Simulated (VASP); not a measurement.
# MoPdRu2 (P-6m2) in VASP: single point with LDA

Aim: the single point of MoPdRu2 with LDA.

Everything below comes from runs of VASP 6.6.1. Logs are shortened: lines on timing, memory, paths and dates and some standing lists are left out, and cuts for length are marked.

## (1) The cell of the first run

It takes space group P-6m2 (No. 187, hexagonal). Conventional cell: a = 2.773 Å, b = 2.773 Å, c = 8.895 Å, α = 90.00°, β = 90.00°, γ = 120.00°. Within 3.5 Å of Mo (site symmetry -6m2) lie 6 Ru at 2.68 Å and 6 Mo at 2.77 Å. Ru (site symmetry 3m) has 3 Mo at 2.68 Å and 6 Ru at 2.77 Å and 3 Pd at 2.80 Å within 3.5 Å. Pd (site symmetry -6m2) has 6 Pd at 2.77 Å and 6 Ru at 2.80 Å within 3.7 Å.

## (2) Single point, LDA

Input file INCAR:

```
SYSTEM = MoPdRu2
  ALGO = Normal
  EDIFF = 1E-6
  ENCUT = 500
  GGA = CA
  GGA_COMPAT = .False.
  ISIF = 2
  ISMEAR = -1
  LASPH = .True.
  LCHARG = .True.
  LELF = .True.
  LREAL = .False.
  LVHAR = .True.
  LWAVE = .False.
  NBANDS = 34
  NELM = 120
  PREC = Accurate
  SIGMA = 0.1
```

Input file KPOINTS:

```
k-points
0
Gamma
  10 10 3
  0 0 0
```

Input file POSCAR:

```
MoPdRu2
1.0
    2.7734346100      0.0000000000      0.0000000000
   -1.3867173000      2.4018648200      0.0000000000
    0.0000000000      0.0000000000      8.8946600000
Mo Ru Pd
1 2 1
Direct
    0.0000000000      0.0000000000      0.0000000000
    0.6666666701      0.3333333306      0.2421509996
    0.6666666701      0.3333333306      0.7578490004
    0.0000000000      0.0000000000      0.5000000000
```

Potentials or basis: VASP PAW LDA potentials, release 64 (Mo_sv, Ru_pv, Pd).

Started as:

```sh
$ cat potpaw_LDA.64/Mo_sv/POTCAR potpaw_LDA.64/Ru_pv/POTCAR potpaw_LDA.64/Pd/POTCAR > POTCAR
$ mpirun -np 1 vasp_std > vasp.out
```

OUTCAR:

```text
SYSTEM = MoPdRu2
   EDIFF = 1E-6
   ENCUT = 500
   GGA = CA
   ISIF = 2
   ISMEAR = -1
   LASPH = .True.
   LREAL = .False.
   NELM = 120
   PREC = Accurate

 ion  position               nearest neighbor table
   1  0.000  0.000  0.000-   2 2.68   3 2.68   2 2.68   3 2.68   2 2.68   3 2.68
   2  0.667  0.333  0.242-   1 2.68   1 2.68   1 2.68   4 2.80   4 2.80   4 2.80
   3  0.667  0.333  0.758-   1 2.68   1 2.68   1 2.68   4 2.80   4 2.80   4 2.80
   4  0.000  0.000  0.500-   2 2.80   3 2.80   2 2.80   3 2.80   2 2.80   3 2.80

  LATTYP: Found a hexagonal cell.
 ALAT       =     2.7734346100
 C/A-ratio  =     3.2070920179

  Lattice vectors:

 A1 = (   2.7734346100,   0.0000000000,   0.0000000000)
 A2 = (  -1.3867173000,   2.4018648200,   0.0000000000)
 A3 = (   0.0000000000,   0.0000000000,   8.8946600000)

Analysis of symmetry for initial positions (statically):
=====================================================================
 Subroutine PRICEL returns:
 Original cell was already a primitive cell.

 Routine SETGRP: Setting up the symmetry group for a
 hexagonal supercell.

 Subroutine GETGRP returns: Found 12 space group operations
 (whereof 12 operations were pure point group operations)
 out of a pool of 24 trial point group operations.

The static configuration has the point symmetry D_3h.

Analysis of symmetry for dynamics (positions and initial velocities):
=====================================================================
 Subroutine PRICEL returns:
 Original cell was already a primitive cell.

 Routine SETGRP: Setting up the symmetry group for a
 hexagonal supercell.

 Subroutine GETGRP returns: Found 12 space group operations
 (whereof 12 operations were pure point group operations)
 out of a pool of 24 trial point group operations.

The dynamic configuration has the point symmetry D_3h.

 Subroutine INISYM returns: Found 12 space group operations
 (whereof 12 operations are pure point group operations),
 and found     1 'primitive' translations

----------------------------------------------------------------------------------------

                                     Primitive cell

  volume of cell :      59.2510

  direct lattice vectors                    reciprocal lattice vectors
     2.773434610  0.000000000  0.000000000     0.360563756  0.208171582  0.000000000
    -1.386717300  2.401864820  0.000000000     0.000000000  0.416343165  0.000000000
     0.000000000  0.000000000  8.894660000     0.000000000  0.000000000  0.112427007

  length of vectors
     2.773434610  2.773434601  8.894660000     0.416343163  0.416343165  0.112427007

  position of ions in fractional coordinates (direct lattice)
     0.000000000  0.000000000  0.000000000
     0.666666670  0.333333331  0.242151000
     0.666666670  0.333333331  0.757849000
     0.000000000  0.000000000  0.500000000

  ion indices of the primitive-cell ions
   primitive index   ion index
                 1           1
                 2           2
                 3           3
                 4           4

----------------------------------------------------------------------------------------

 KPOINTS: k-points

Automatic generation of k-mesh.
 Grid dimensions read from file:
 generate k-points for:   10   10    3

 Generating k-lattice:

  Cartesian coordinates                     Fractional coordinates (reciprocal lattice)
     0.036056376  0.020817158  0.000000000     0.100000000 -0.000000000  0.000000000
     0.000000000  0.041634316  0.000000000     0.000000000  0.100000000  0.000000000
     0.000000000  0.000000000  0.037475669     0.000000000  0.000000000  0.333333333

  Length of vectors
     0.041634316  0.041634316  0.037475669

  Shift w.r.t. Gamma in fractional coordinates (k-lattice)
     0.000000000  0.000000000  0.000000000

 Subroutine IBZKPT returns following result:
 ===========================================

 Found     28 irreducible k-points:

 Following reciprocal coordinates:
            Coordinates               Weight
  0.000000  0.000000  0.000000      1.000000
  0.100000  0.000000  0.000000      6.000000
  0.200000  0.000000  0.000000      6.000000
  0.300000 -0.000000  0.000000      6.000000
  0.400000  0.000000  0.000000      6.000000
  0.500000 -0.000000  0.000000      3.000000
[... 16 lines left out ...]
  0.300000  0.100000  0.333333     24.000000
  0.400000  0.100000  0.333333     24.000000
 [... further k-points ...]
   k-points           NKPTS =     28   k-points in BZ     NKDIM =     28   number of bands    NBANDS=     34
   number of dos      NEDOS =    301   number of ions     NIONS =      4
   total plane-waves  NPLWV =  28000
   dimension x,y,z NGX =    20 NGY =   20 NGZ =   70
   dimension x,y,z NGXF=    40 NGYF=   40 NGZF=  140
   ions per type =               1   2   1
   NGX,Y,Z   is equivalent  to a cutoff of  11.99, 11.99, 13.08 a.u.
   NGXF,Y,Z  is equivalent  to a cutoff of  23.98, 23.98, 26.17 a.u.
 SYSTEM =  MoPdRu2
   PREC   = accura    normal or accurate (medium, high low for compatibility)
   ISTART =      0    job   : 0-new  1-cont  2-samecut
   ICHARG =      2    charge: 1-file 2-atom 10-const
   ISPIN  =      1    spin polarized calculation?
   LNONCOLLINEAR =      F non collinear calculations
   LSORBIT =      F    spin-orbit coupling
   LASPH  =      T    aspherical Exc in radial PAW
   ENCUT  =  500.0 eV  36.75 Ry    6.06 a.u.   5.06  5.06 16.22*2*pi/ulx,y,z
   NELM   =    120;   NELMIN=  2; NELMDL= -5     # of ELM steps
   EDIFF  = 0.1E-05   stopping-criterion for ELM
   LREAL  =      F    real-space projection
[... 7 lines left out ...]
   TEBEG  =    0.0;   TEEND  =   0.0 temperature during run
   PSTRESS=    0.0 pullay stress
   NELECT =      52.0000    total number of electrons
   NUPDOWN=      -1.0000    fix difference up-down
   EMIN   =  10.00;   EMAX   =-10.00  energy-range for DOS
   EFERMI =   0.00;   METHOD = LEGACY
   ISMEAR =    -1;   SIGMA  =   0.10  broadening in eV -4-tet -1-fermi 0-gaus
   EFERMI_NEDOS =   21; number of points for ismear=-14 and -15
   IALGO  =     38    algorithm
   IMIX   =      4    mixing-type and parameters
     AMIX     =   0.40;   BMIX     =  1.00
     AMIX_MAG =   1.60;   BMIX_MAG =  1.00
  volume/ion in A,a.u.               =      14.81        99.96
  Fermi-wavevector in a.u.,A,eV,Ry     =   1.567391  2.961939 33.425628  2.456714
  Thomas-Fermi vector in A             =   2.669578
   LORBIT       =      0    0 simple, 1 ext, 2 COOP (PROOUT), +10 PAW based schemes
   GGA     = CA    functional components
   LHFCALC =     F    Hartree Fock is set to
   AEXX    =    0.0000 exact exchange contribution
   IVDW    =     0    specifies the selected vdW correction
   LEPSILON=     F    determine dielectric tensor
   LRPA    =     F    only Hartree local field effects (RPA)
 non-spin polarized calculation
  energy-cutoff  :      500.00
  volume of cell :       59.25
 maximum number of plane-waves:      1522
   NGX = 11   NGY = 11   NGZ = 33

 number of electron      51.9999991 magnetization

 Free energy of the ion-electron system (eV)
  ---------------------------------------------------
  ext. energy  EPLUGINS =         0.00000000
  ---------------------------------------------------
  free energy    TOTEN  =       -39.57179230 eV

  energy without entropy =      -39.40546815  energy(sigma->0) =      -39.48863023

 E-fermi :  11.1657     XC(G=0): -13.7608

 val. band max:       11.1636474007   @ k =   0.4000   0.0000   0.3333
 cond. band min:      11.1680739732   @ k =   0.4000   0.1000   0.3333
 fundamental gap:      0.0044265725
 Fermi energy:        11.1657104857

 k-point     1 :       0.0000    0.0000    0.0000
  band No.  band energies     occupation
      1     -49.1874      2.00000
      2     -31.1546      2.00000
      3     -31.1300      2.00000
      4     -30.8928      2.00000
      5     -30.8928      2.00000
      6     -30.8924      2.00000
[... 26 lines left out ...]
     33      14.1317      0.00000
     34      14.1317      0.00000

 k-point     2 :       0.1000    0.0000    0.0000
  band No.  band energies     occupation
      1     -49.1691      2.00000
      2     -31.1449      2.00000
      3     -31.1229      2.00000
      4     -30.9509      2.00000
      5     -30.9506      2.00000
      6     -30.9066      2.00000
[... 26 lines left out ...]
     33      14.1534      0.00000
     34      15.3883      0.00000

 k-point     3 :       0.2000    0.0000    0.0000
  band No.  band energies     occupation
      1     -49.1208      2.00000
      2     -31.1224      2.00000
      3     -31.1047      2.00000
      4     -31.0997      2.00000
      5     -31.0991      2.00000
      6     -30.9424      2.00000
[... 26 lines left out ...]
     33      14.1851      0.00000
     34      17.4494      0.00000

 k-point     4 :       0.3000   -0.0000    0.0000
  band No.  band energies     occupation
      1     -49.0604      2.00000
      2     -31.2869      2.00000
      3     -31.2818      2.00000
      4     -31.0864      2.00000
      5     -31.0812      2.00000
      6     -30.9864      2.00000
[... 26 lines left out ...]
     33      14.1768      0.00000
     34      19.5505      0.00000

 k-point     5 :       0.4000    0.0000    0.0000
  band No.  band energies     occupation
      1     -49.0110      2.00000
      2     -31.4325      2.00000
      3     -31.4262      2.00000
      4     -31.0628      2.00000
      5     -31.0605      2.00000
      6     -31.0218      2.00000
[... 621 lines left out ...]
 k-point    22 :       0.2000    0.1000    0.3333
  band No.  band energies     occupation
      1     -49.0813      2.00000
      2     -31.2099      2.00000
      3     -31.2051      2.00000
      4     -31.0981      2.00000
      5     -31.0883      2.00000
      6     -30.9859      2.00000
[... 26 lines left out ...]
     33      14.9528      0.00000
     34      17.1594      0.00000

 k-point    23 :       0.3000    0.1000    0.3333
  band No.  band energies     occupation
      1     -49.0263      2.00000
      2     -31.3636      2.00000
      3     -31.3572      2.00000
      4     -31.0688      2.00000
      5     -31.0682      2.00000
      6     -31.0363      2.00000
[... 26 lines left out ...]
     33      15.9794      0.00000
     34      18.2086      0.00000

 k-point    24 :       0.4000    0.1000    0.3333
  band No.  band energies     occupation
      1     -48.9920      2.00000
      2     -31.4573      2.00000
      3     -31.4500      2.00000
      4     -31.0673      2.00000
      5     -31.0667      2.00000
      6     -31.0559      2.00000
[... 26 lines left out ...]
     33      16.4815      0.00000
     34      18.1456      0.00000

 [... further k-points ...]

------------------------ aborting loop because EDIFF is reached ----------------------------------------

  FORCE on cell =-STRESS in cart. coord.  units (eV):
  Direction    XX          YY          ZZ          XY          YZ          ZX
  --------------------------------------------------------------------------------------
  -------------------------------------------------------------------------------------
  Total       -5.6696176     -5.6696176     -6.0507059     -0.0000000      0.0000000      0.0000000
  in kB     -153.3093031   -153.3093021   -163.6141221     -0.0000003      0.0000000      0.0000000
  external PRESSURE =    -156.7442424 kB  Pullay stress =       0.0000000 kB

 VOLUME and BASIS-vectors are now :
 -----------------------------------------------------------------------------
  energy-cutoff  :      500.00
  volume of cell :       59.25
      direct lattice vectors                 reciprocal lattice vectors
     2.773434610  0.000000000  0.000000000     0.360563756  0.208171582  0.000000000
    -1.386717300  2.401864820  0.000000000     0.000000000  0.416343165  0.000000000
     0.000000000  0.000000000  8.894660000     0.000000000  0.000000000  0.112427007

 POSITION                                       TOTAL-FORCE (eV/Angst)
 -----------------------------------------------------------------------------------
      0.00000      0.00000      0.00000         0.000000     -0.000000      0.000000
      1.38672      0.80062      2.15385        -0.000000     -0.000000     -0.074284
      1.38672      0.80062      6.74081        -0.000000     -0.000000      0.074284
      0.00000      0.00000      4.44733         0.000000      0.000000      0.000000
 -----------------------------------------------------------------------------------
    total drift:                               -0.000025      0.000012      0.000000

  FREE ENERGIE OF THE ION-ELECTRON SYSTEM (eV)
  ---------------------------------------------------
  free  energy   TOTEN  =       -39.5717923025 eV

  energy  without entropy=      -39.4054681508  energy(sigma->0) =      -39.48863023
```

Wall time 55 s (1 thread of AMD EPYC 7R13, shared host); peak memory 0.15 GiB.

Results:

* Free energy: -39.5718 eV
* Pressure: -15.7 GPa
* Largest force: 0.074 eV/Å
* Band gap on the k mesh: zero (bands 26 and 27 overlap by 2.66 eV)

Forces in eV/Å, atoms in the order of the input:
```
Mo   0.000  0.000  0.000
Ru   0.000  0.000 -0.074
Ru   0.000  0.000  0.074
Pd   0.000  0.000  0.000
```

Stress tensor (GPa, compression positive):
```
-15.33   0.00   0.00
  0.00 -15.33   0.00
  0.00   0.00 -16.36
```

Caveat: the cell stands under tension.
